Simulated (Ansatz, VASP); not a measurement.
**W2I in VASP and in Ansatz**

```
W I
1.0
     4.57441    0.00000    0.00000
    -2.28721    3.96156    0.00000
     0.00000    0.00000    3.30299
W I
2 1
Direct
  0.33333 0.66667 0.50000
  0.66667 0.33333 0.50000
  0.00000 0.00000 0.00000
```

Alike in both runs: functional PBE; k mesh 12 × 12 × 14; occupations gaussian, width 0.1 eV; no spin polarisation.

Ansatz relaxed the structure, and its values are those at the end. VASP's run is a single point on that final structure, the one shown.

```csv
,VASP,Ansatz
version,VASP 6.6.1,Ansatz 0.2.0
potentials or method,"VASP PAW PBE potentials, release 64 (W_sv, I), cutoff 520 eV","scalar-relativistic, plane waves, PAW"
valence electrons in the cell,35,45
```

|  | VASP | Ansatz | Ansatz less VASP |
| --- | --- | --- | --- |
| gap on the k mesh at the Fermi level (eV) | none | none | - |
| pressure (GPa) | 0.1 | 0.0 | -0.15 |

A gap of «none» marks a metal or a gap that the smearing closes. With one functional, cell and mesh, what is left measures potentials, basis and numerics. VASP's potentials hold 35 valence electrons a cell and Ansatz's 45, so a difference there can come from the potentials and not from the codes.

Neither program's run includes spin-orbit coupling.
